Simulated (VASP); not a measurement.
# Ga2O3 (R-3c) in VASP: a series of runs, part 2 of 2

VASP 6.6.1. Earlier steps stand in the parts before.

**3. Relaxation of cell and atoms, PBE**

This run uses another cell than the first one, of 7.83 Å³/atom.

Contents of INCAR:

```
ALGO     = Normal         # electronic algorithm
EDIFF    = 1E-7           # SCF threshold, eV
EDIFFG   = -0.005         # ionic threshold
ENCUT    = 600            # plane-wave cutoff, eV
GGA      = PE             # functional
IBRION   = 2              # ionic algorithm
ISIF     = 3              # what is computed and relaxed
ISMEAR   = -1             # smearing method
LASPH    = True           # aspherical terms in the spheres
LCHARG   = False          # write CHGCAR
LREAL    = False          # projectors in reciprocal space
LWAVE    = False          # write WAVECAR
NELM     = 80             # most SCF steps
NSW      = 80             # ionic steps
PREC     = Accurate       # precision mode
SIGMA    = 0.02           # smearing width, eV
```

Contents of KPOINTS:

```
k-points
0
Gamma
  6 6 6
```

Contents of POSCAR:

```
Ga2O3
1.0
    2.3182887500      1.3384646339      4.2038302667
   -2.3182887500      1.3384646339      4.2038302667
    0.0000000000     -2.6769292677      4.2038302667
Ga O
4 6
Direct
    0.8550000000      0.8550000000      0.8550000000
    0.3550000000      0.3550000000      0.3550000000
    0.1450000000      0.1450000000      0.1450000000
    0.6450000000      0.6450000000      0.6450000000
    0.4450000000      0.0550000000      0.7500000000
    0.0550000000      0.7500000000      0.4450000000
    0.5550000000      0.9450000000      0.2500000000
    0.2500000000      0.5550000000      0.9450000000
    0.9450000000      0.2500000000      0.5550000000
    0.7500000000      0.4450000000      0.0550000000
```

Potentials or basis: VASP PAW PBE potentials, release 64 (Ga_d, O).

Command:

```
$ cat potpaw_PBE.64/Ga_d/POTCAR potpaw_PBE.64/O/POTCAR > POTCAR
$ mpirun -np 1 vasp_std > vasp.out
```

OUTCAR:

```text
EDIFF = 1E-7
   EDIFFG = -0.005
   ENCUT = 600
   GGA = PE
   IBRION = 2
   ISIF = 3
   ISMEAR = -1
   LASPH = True
   LREAL = False
   NELM = 80
   NSW = 80
   PREC = Accurate

 ion  position               nearest neighbor table
   1  0.855  0.855  0.855-   7 1.79   8 1.79   9 1.79   6 1.94   5 1.94  10 1.94   4 2.65   3 2.73
                             3 2.73   3 2.73
   2  0.355  0.355  0.355-   5 1.79   6 1.79  10 1.79   8 1.94   7 1.94   9 1.94   3 2.65   4 2.73
                             4 2.73   4 2.73
   3  0.145  0.145  0.145-   5 1.79  10 1.79   6 1.79   9 1.94   7 1.94   8 1.94   2 2.65   1 2.73
                             1 2.73   1 2.73
   4  0.645  0.645  0.645-   7 1.79   9 1.79   8 1.79  10 1.94   5 1.94   6 1.94   1 2.65   2 2.73
                             2 2.73   2 2.73
   5  0.445  0.055  0.750-   2 1.79   3 1.79   1 1.94   4 1.94
   6  0.055  0.750  0.445-   2 1.79   3 1.79   1 1.94   4 1.94
   7  0.555  0.945  0.250-   1 1.79   4 1.79   3 1.94   2 1.94
   8  0.250  0.555  0.945-   1 1.79   4 1.79   2 1.94   3 1.94
   9  0.945  0.250  0.555-   4 1.79   1 1.79   3 1.94   2 1.94
  10  0.750  0.445  0.055-   3 1.79   2 1.79   4 1.94   1 1.94
[... 1665 lines left out ...]

 number of electron      88.0000009 magnetization

------------------------ aborting loop because EDIFF is reached ----------------------------------------
[... 83 lines left out ...]
--------------------------------------- Ionic step       12  -------------------------------------------

 number of electron      88.0000007 magnetization

 Free energy of the ion-electron system (eV)
  ---------------------------------------------------
  ext. energy  EPLUGINS =         0.00000000
  ---------------------------------------------------
  free energy    TOTEN  =       -59.36200041 eV

  energy without entropy =      -59.36200041  energy(sigma->0) =      -59.36200041

 E-fermi :   4.5696     XC(G=0): -11.9386

 val. band max:        4.0625301457   @ k =  -0.1667   0.1667   0.0000
 cond. band min:       6.4102609686   @ k =   0.0000   0.0000   0.0000
 fundamental gap:      2.3477308229
 Fermi energy:         4.5696414405

 k-point     1 :       0.0000    0.0000    0.0000
  band No.  band energies     occupation
      1     -14.5888      2.00000
      2     -12.7445      2.00000
      3     -12.7445      2.00000
      4     -12.7209      2.00000
      5     -12.7030      2.00000
      6     -12.7030      2.00000
[... 1348 lines left out ...]
  FREE ENERGIE OF THE ION-ELECTRON SYSTEM (eV)
  ---------------------------------------------------
  free  energy   TOTEN  =       -59.3620004137 eV

  energy  without entropy=      -59.3620004137  energy(sigma->0) =      -59.36200041

 reached required accuracy - stopping structural energy minimisation
```

OSZICAR:

```text
N       E                     dE             d eps       ncg     rms          rms(c)
DAV:   1     0.132672528376E+04    0.13267E+04   -0.44083E+04  3948   0.369E+03
DAV:   2     0.225694370266E+03   -0.11010E+04   -0.10507E+04  3368   0.907E+02
DAV:   3    -0.422532746301E+02   -0.26795E+03   -0.26150E+03  3740   0.297E+02
DAV:   4    -0.631364770185E+02   -0.20883E+02   -0.20705E+02  4096   0.894E+01
[... 123 lines left out ...]
DAV:   2    -0.593620342999E+02    0.11163E-03   -0.61138E-04  4704   0.240E-01    0.385E-02
DAV:   3    -0.593620049539E+02    0.29346E-04   -0.98054E-05  5692   0.101E-01    0.119E-02
DAV:   4    -0.593620029466E+02    0.20073E-05   -0.42239E-05  5548   0.530E-02    0.112E-02
DAV:   5    -0.593620004387E+02    0.25079E-05   -0.16378E-05  4628   0.328E-02    0.144E-03
DAV:   6    -0.593620004137E+02    0.24977E-07   -0.94318E-07  3624   0.552E-03
  12 F= -.59362000E+02 E0= -.59362000E+02  d E =-.455156E-04
```

Run time: 42 min. Hardware: 1 thread of Oxide Virtual Turin-like, shared host; peak memory 0.28 GiB.

Results:

| Property | Result |
| --- | --- |
| Free energy | -59.3620 eV |
| Relaxed volume | 10.10 Å³/atom |
| Relaxed cell | a = 5.406 Å, b = 5.406 Å, c = 5.406 Å, α = 55.87°, β = 55.87°, γ = 55.87° |
| Space group after relaxing (to 0.1 Å) | R-3c (No. 167) |
| Energy gained by relaxing | 509.0 meV/atom |
| Ionic steps | 12 |
| Pressure after relaxing | 0.0 GPa |
| Largest force after relaxing | 0.004 eV/Å |
| Band gap on the k mesh | 2.35 eV (least direct gap 2.58 eV) |

Forces on the atoms (eV/Å):
```
Ga   0.000  0.000  0.004
Ga   0.000  0.000  0.004
Ga   0.000  0.000 -0.004
Ga   0.000  0.000 -0.004
O   -0.004  0.000  0.000
O    0.002  0.003  0.000
O    0.004  0.000  0.000
O   -0.002  0.003  0.000
O   -0.002 -0.003  0.000
O    0.002 -0.003  0.000
```

The path:
| step | energy change (eV) | largest force (eV/Å) | pressure (GPa) | volume (Å³) |
| --- | --- | --- | --- | --- |
| 1 | 0.0000 | 0.1183 | 89.63 | 78.27 |
| 2 | 0.1434 | 0.1045 | -33.86 | 139.05 |
| 3 | -5.0693 | 0.1007 | -3.09 | 102.65 |
| 4 | -5.0842 | 0.1018 | -0.94 | 101.49 |
| 5 | -5.0856 | 0.1022 | 0.06 | 100.99 |
| 6 | -5.0887 | 0.0519 | 0.05 | 101.02 |
| 7 | -5.0892 | 0.0209 | 0.04 | 101.03 |
| 8 | -5.0895 | 0.0148 | -0.07 | 101.07 |
| 9 | -5.0896 | 0.0102 | -0.12 | 101.10 |
| 10 | -5.0896 | 0.0094 | -0.13 | 101.11 |
| 11 | -5.0896 | 0.0026 | 0.11 | 100.98 |
| 12 | -5.0897 | 0.0041 | -0.01 | 101.03 |

Final structure:
```
Ga O
1.0
     2.53265    1.46222    4.54673
    -2.53265    1.46222    4.54673
     0.00000   -2.92445    4.54673
Ga O
4 6
Cartesian
  0.0000 0.0000 11.6747
  0.0000 0.0000 4.8546
  0.0000 0.0000 1.9655
  0.0000 0.0000 8.7856
  0.9977 -1.4622 5.6834
  -1.7652 -0.1329 5.6834
  -0.9977 1.4622 7.9568
  -0.7675 -1.5951 7.9568
  1.7652 0.1329 7.9568
  0.7675 1.5951 5.6834
```

Caveat: the volume moved by over 15 % at a fixed basis, so the end points are rough. A k mesh can miss the band edges.
